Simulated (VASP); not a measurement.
# C6F in VASP: further runs, part 2 of 2

VASP 6.6.1. The steps go on from the part before.

### 3 Single point, PBE

INCAR reads:

```
ALGO = Normal
DIPOL = 0.5 0.5 0.309
EDIFF = 1E-6
ENCUT = 520
GGA = PE
IDIPOL = 3
ISIF = 2
ISMEAR = 0
LASPH = T
LCHARG = F
LDIPOL = T
LREAL = F
LWAVE = F
NBANDS = 44
NELM = 80
PREC = Accurate
SIGMA = 0.1
```

KPOINTS reads:

```
k-points
0
Gamma
  6 3 1
```

POSCAR reads:

```
C6F
1.0
    4.9326910638      0.0000000000      0.0000000000
   -1.2331727660      8.7858796652      0.0000000000
    0.0000000000      0.0000000000     22.7907133601
C F
12 2
Direct
    0.0197005045      0.0788020181      0.1755100833
    0.5197005045      0.0788020181      0.1755100833
    0.2746256306      0.0985025226      0.2058124649
    0.7746256306      0.0985025226      0.2058124649
    0.2844758829      0.1379035317      0.2664172282
    0.7844758829      0.1379035317      0.2664172282
    0.0392967129      0.1571967721      0.2959398811
    0.5392967129      0.1571967721      0.2959398811
    0.0496770087      0.1987214849      0.3592739166
    0.5496770087      0.1987214849      0.3592739166
    0.3040736953      0.2163110607      0.3857147085
    0.8040736953      0.2163110607      0.3857147085
    0.3040736953      0.1362840157      0.4769799518
    0.3040736953      0.2963381057      0.4769799518
```

Potentials or basis: VASP PAW PBE potentials, release 64 (C, F).

The run is started by

```console
cat potpaw_PBE.64/C/POTCAR potpaw_PBE.64/F/POTCAR > POTCAR
mpirun -np 1 vasp_std > vasp.out
```

OUTCAR:

```text
EDIFF = 1E-6
   ENCUT = 520
   GGA = PE
   ISIF = 2
   ISMEAR = 0
   LASPH = T
   LREAL = F
   NELM = 80
   PREC = Accurate

 ion  position               nearest neighbor table
   1  0.020  0.079  0.176-   3 1.42   4 1.42
   2  0.520  0.079  0.176-   4 1.42   3 1.42
   3  0.275  0.099  0.206-   1 1.42   2 1.42   5 1.42
   4  0.775  0.099  0.206-   2 1.42   1 1.42   6 1.42
   5  0.284  0.138  0.266-   8 1.41   7 1.41   3 1.42
   6  0.784  0.138  0.266-   7 1.41   8 1.41   4 1.42
   7  0.039  0.157  0.296-   6 1.41   5 1.41   9 1.49
   8  0.539  0.157  0.296-   5 1.41   6 1.41  10 1.49
   9  0.050  0.199  0.359-  11 1.38  12 1.38   7 1.49
  10  0.550  0.199  0.359-  12 1.38  11 1.38   8 1.49
  11  0.304  0.216  0.386-   9 1.38  10 1.38
  12  0.804  0.216  0.386-  10 1.38   9 1.38
  13  0.304  0.136  0.477-  14 1.42
  14  0.304  0.296  0.477-  13 1.42

  LATTYP: Found a simple monoclinic cell.
 ALAT       =     4.9326910638
 B/A-ratio  =     4.6203407157
 C/A-ratio  =     1.7986126829
 COS(beta)  =    -0.1389960175

  Lattice vectors:

 A1 = (   4.9326910638,   0.0000000000,   0.0000000000)
 A2 = (   0.0000000000,   0.0000000000, -22.7907133601)
 A3 = (  -1.2331727660,   8.7858796652,   0.0000000000)

Analysis of symmetry for initial positions (statically):
=====================================================================
 Subroutine PRICEL returns:
 Original cell was already a primitive cell.

 Routine SETGRP: Setting up the symmetry group for a
 simple monoclinic supercell.

 Subroutine GETGRP returns: Found  1 space group operations
 (whereof  1 operations were pure point group operations)
 out of a pool of  4 trial point group operations.

The static configuration has the point symmetry C_1 .

Analysis of symmetry for dynamics (positions and initial velocities):
=====================================================================
 Subroutine PRICEL returns:
 Original cell was already a primitive cell.

 Routine SETGRP: Setting up the symmetry group for a
 simple monoclinic supercell.

 Subroutine GETGRP returns: Found  1 space group operations
 (whereof  1 operations were pure point group operations)
 out of a pool of  4 trial point group operations.

The dynamic configuration has the point symmetry C_1 .

 Subroutine INISYM returns: Found  1 space group operations
 (whereof  1 operations are pure point group operations),
 and found     1 'primitive' translations

----------------------------------------------------------------------------------------

                                     Primitive cell

  volume of cell :     987.7046

  direct lattice vectors                    reciprocal lattice vectors
     4.932691064  0.000000000  0.000000000     0.202729096  0.028454749  0.000000000
    -1.233172766  8.785879665  0.000000000     0.000000000  0.113818996  0.000000000
     0.000000000  0.000000000 22.790713360     0.000000000  0.000000000  0.043877521

  length of vectors
[... 81 lines left out ...]
 SYSTEM =  unknown system
   PREC   = accura    normal or accurate (medium, high low for compatibility)
   ISTART =      0    job   : 0-new  1-cont  2-samecut
   ICHARG =      2    charge: 1-file 2-atom 10-const
   ISPIN  =      1    spin polarized calculation?
   LNONCOLLINEAR =      F non collinear calculations
   LSORBIT =      F    spin-orbit coupling
   LASPH  =      T    aspherical Exc in radial PAW
   ENCUT  =  520.0 eV  38.22 Ry    6.18 a.u.   9.17 16.50 42.38*2*pi/ulx,y,z
   NELM   =     80;   NELMIN=  2; NELMDL= -5     # of ELM steps
   EDIFF  = 0.1E-05   stopping-criterion for ELM
   LREAL  =      F    real-space projection
   EDIFFG = 0.1E-04   stopping-criterion for IOM
   NSW    =      0    number of steps for IOM
   IBRION =     -1    ionic relax: 0-MD 1-quasi-New 2-CG
   NFREE  =      0    steps in history (QN), initial steepest desc. (CG)
   ISIF   =      2    stress and relaxation
   ISYM   =      2    0-nonsym 1-usesym 2-fastsym
   POTIM  = 0.5000    time-step for ionic-motion
   TEBEG  =    0.0;   TEEND  =   0.0 temperature during run
   PSTRESS=    0.0 pullay stress
   NELECT =      62.0000    total number of electrons
   NUPDOWN=      -1.0000    fix difference up-down
   EMIN   =  10.00;   EMAX   =-10.00  energy-range for DOS
   EFERMI =   0.00;   METHOD = LEGACY
   ISMEAR =     0;   SIGMA  =   0.10  broadening in eV -4-tet -1-fermi 0-gaus
   EFERMI_NEDOS =   21; number of points for ismear=-14 and -15
   IALGO  =     38    algorithm
   IMIX   =      4    mixing-type and parameters
     AMIX     =   0.40;   BMIX     =  1.00
     AMIX_MAG =   1.60;   BMIX_MAG =  1.00
  volume/ion in A,a.u.               =      70.55       476.10
  Fermi-wavevector in a.u.,A,eV,Ry     =   0.650623  1.229500  5.759494  0.423311
  Thomas-Fermi vector in A             =   1.719962
   LORBIT       =      0    0 simple, 1 ext, 2 COOP (PROOUT), +10 PAW based schemes
   GGA     = PE    functional components
   LHFCALC =     F    Hartree Fock is set to
   AEXX    =    0.0000 exact exchange contribution
   IVDW    =     0    specifies the selected vdW correction
   LEPSILON=     F    determine dielectric tensor
   LRPA    =     F    only Hartree local field effects (RPA)
 non-spin polarized calculation
 Gauss-broadening in eV      SIGMA  =   0.10
  energy-cutoff  :      520.00
  volume of cell :      987.70
 maximum number of plane-waves:     26638
 NGX is ok and might be reduce to    40
   NGX = 19   NGY = 33   NGZ = 85

 dipolmoment           0.000000      0.000000      0.236618 electrons x Angstroem

 number of electron      62.0000005 magnetization

 dipolmoment           0.000000      0.000000     -0.103360 electrons x Angstroem

 Free energy of the ion-electron system (eV)
  ---------------------------------------------------
  ext. energy  EPLUGINS =         0.00000000
  ---------------------------------------------------
  free energy    TOTEN  =      -100.96437949 eV

  energy without entropy =     -100.88303261  energy(sigma->0) =     -100.92370605

 E-fermi :  -4.6392     XC(G=0):  -2.0424

 val. band max:       -4.6624641105   @ k =   0.5000   0.3333   0.0000
 cond. band min:      -4.6002148607   @ k =   0.5000   0.3333   0.0000
 fundamental gap:      0.0622492498
 Fermi energy:        -4.6392319368

 k-point     1 :       0.0000    0.0000    0.0000
  band No.  band energies     occupation
      1     -32.5974      2.00000
      2     -26.4311      2.00000
      3     -23.4061      2.00000
      4     -21.7421      2.00000
      5     -19.3800      2.00000
      6     -19.2402      2.00000
[... 449 lines left out ...]
     42       1.4276      0.00000
     43       1.7469      0.00000
 [bands above 43 left out]

------------------------ aborting loop because EDIFF is reached ----------------------------------------

 vacuum level on the upper side and lower side of the slab       (xc-potential included)        -0.227         0.202

  FORCE on cell =-STRESS in cart. coord.  units (eV):
  Direction    XX          YY          ZZ          XY          YZ          ZX
  --------------------------------------------------------------------------------------
  -------------------------------------------------------------------------------------
  Total       -0.0013645      4.9891059      4.3649843     -0.7111513      0.4510187     -0.0410331
  in kB       -0.0022133      8.0929382      7.0805368     -1.1535742      0.7316072     -0.0665607
  external PRESSURE =       5.0570872 kB  Pullay stress =       0.0000000 kB

 VOLUME and BASIS-vectors are now :
 -----------------------------------------------------------------------------
  energy-cutoff  :      520.00
  volume of cell :      987.70
      direct lattice vectors                 reciprocal lattice vectors
     4.932691064  0.000000000  0.000000000     0.202729096  0.028454749  0.000000000
    -1.233172766  8.785879665  0.000000000     0.000000000  0.113818996  0.000000000
     0.000000000  0.000000000 22.790713360     0.000000000  0.000000000  0.043877521

 POSITION                                       TOTAL-FORCE (eV/Angst)
 -----------------------------------------------------------------------------------
     -0.00000      0.69235      4.00000        -0.130137      0.374929      1.515744
      2.46635      0.69235      4.00000         0.129887      0.366805      1.514974
      1.23317      0.86543      4.69061        -0.000118     -0.776419     -3.087416
      3.69952      0.86543      4.69061        -0.000537     -0.716430     -2.875486
      1.23317      1.21160      6.07184        -0.001981      0.311103      1.257550
      3.69952      1.21160      6.07184         0.001727      0.394850      1.459841
     -0.00001      1.38111      6.74468         0.229944      0.036789      0.148514
      2.46633      1.38111      6.74468        -0.228438      0.060487      0.141904
     -0.00002      1.74594      8.18811        -0.198878     -0.018554      0.183937
      2.46633      1.74594      8.18811         0.211833      0.000207      0.157644
      1.23315      1.90048      8.79071         0.001725     -0.195914     -2.326247
      3.69950      1.90048      8.79071        -0.002047      0.163473      0.547991
      1.33184      1.19737     10.87071         0.495262     -3.562899      0.681577
      1.13447      2.60359     10.87071        -0.508241      3.561572      0.679473
 -----------------------------------------------------------------------------------
    total drift:                                0.002358      0.000228      0.001546

  FREE ENERGIE OF THE ION-ELECTRON SYSTEM (eV)
  ---------------------------------------------------
  free  energy   TOTEN  =      -100.9643794869 eV

  energy  without entropy=     -100.8830326063  energy(sigma->0) =     -100.92370605

 vacuum level on the upper side and lower side of the slab         1.181         1.617
```

Wall time 9.5 min (1 thread of AMD EPYC 9R45 (Zen 5), shared host); peak memory 1.1 GiB.

Results:

* Free energy: -100.9644 eV
* Largest force: 3.661 eV/Å
* Band gap on the k mesh: 0.06 eV

Forces in eV/Å, atoms in the order of the input:
```
C   -0.130  0.375  1.516
C    0.130  0.367  1.515
C    0.000 -0.776 -3.087
C   -0.001 -0.716 -2.875
C   -0.002  0.311  1.258
C    0.002  0.395  1.460
C    0.230  0.037  0.149
C   -0.228  0.060  0.142
C   -0.199 -0.019  0.184
C    0.212  0.000  0.158
C    0.002 -0.196 -2.326
C   -0.002  0.163  0.548
F    0.495 -3.563  0.682
F   -0.508  3.562  0.679
```

### 4 Single point, PBE

INCAR reads:

```
SYSTEM = C6F
ALGO     = Normal         ! electronic algorithm
DIPOL    = 0.5 0.5 0.319
EDIFF    = 1E-7           ! SCF threshold, eV
ENCUT    = 520            ! plane-wave cutoff, eV
GGA      = PE             ! functional
IDIPOL   = 3            
ISIF     = 2              ! what is computed and relaxed
ISMEAR   = 0              ! smearing method
LASPH    = .TRUE.         ! aspherical terms in the spheres
LCHARG   = .FALSE.        ! write CHGCAR
LDIPOL   = .TRUE.       
LREAL    = .FALSE.        ! projectors in reciprocal space
LWAVE    = .FALSE.        ! write WAVECAR
NBANDS   = 44             ! bands
NELM     = 100            ! most SCF steps
PREC     = Accurate       ! precision mode
SIGMA    = 0.1            ! smearing width, eV
```

KPOINTS reads:

```
k-points
0
G
  6 3 1
  0 0 0
```

POSCAR reads:

```
C6F
1.0
    4.9326910638      0.0000000000      0.0000000000
   -1.2331727660      8.7858796651      0.0000000000
    0.0000000000      0.0000000000     22.7907133841
C F
12 2
Direct
    0.0197005045      0.0788020181      0.1755100831
    0.5197005045      0.0788020181      0.1755100831
    0.2746256306      0.0985025226      0.2058124647
    0.7746256306      0.0985025226      0.2058124647
    0.2844758829      0.1379035317      0.2664172279
    0.7844758829      0.1379035317      0.2664172279
    0.0392967069      0.1571967486      0.2959398808
    0.5392967069      0.1571967486      0.2959398808
    0.0496769807      0.1987213712      0.3592739175
    0.5496769807      0.1987213712      0.3592739175
    0.3040736564      0.2163109051      0.3857147091
    0.8040736564      0.2163109051      0.3857147091
    0.3040736564      0.1362838601      0.5436737839
    0.3040736564      0.2963379502      0.5436737839
```

The run is started by

```console
cat potpaw_PBE.64/C/POTCAR potpaw_PBE.64/F/POTCAR > POTCAR
mpirun -np 1 vasp_std > vasp.out
```

Wall time 26 min (1 thread of Intel Xeon 8259CL, shared host); peak memory 1.1 GiB.

Results (log left out):

```yaml
Free_energy: -101.4990 eV
Largest_force: 3.294 eV/Å
Band_gap_on_the_k_mesh: 0.10 eV
```

Forces on the atoms (eV/Å):
```
C   -0.001  0.408  1.652
C    0.001  0.408  1.652
C    0.000 -0.799 -3.195
C    0.000 -0.799 -3.194
C   -0.001  0.378  1.487
C   -0.001  0.379  1.490
C    0.002 -0.003  0.004
C   -0.002 -0.003  0.004
C   -0.001  0.019  0.054
C    0.001  0.019  0.054
C    0.000 -0.005 -0.018
C    0.000 -0.002  0.010
F    0.058 -0.399  0.003
F   -0.057  0.398 -0.001
```

Levels at points of the mesh, in eV from the valence-band top:
```csv
k point,band 28,band 29,band 30,band 31,band 32,band 33,band 34,band 35
"(0.00, 0.00, 0.00)",-1.92,-0.40,-0.27,-0.23,0.22,0.65,0.70,1.05
"(0.50, 0.00, 0.00)",-1.53,-1.53,0.00,0.00,0.10,0.10,0.22,3.09
```

### 5 Overview

```tsv
cell	gap on the mesh (eV)	largest force (eV/Å)
as given, atomic positions A	0.06	54.06
as given, atomic positions B	0.06	3.66
as given, atomic positions C	0.10	3.29
```

Alike in all rows: task single point; level PBE; potentials or basis VASP PAW PBE potentials, release 64 (C, F); no spin polarisation; k mesh 6 × 3 × 1; cutoff (eV) 520; smearing gaussian 0.1 eV.

Total energies depend on the potentials used, so only differences within one code and one set of settings carry meaning.
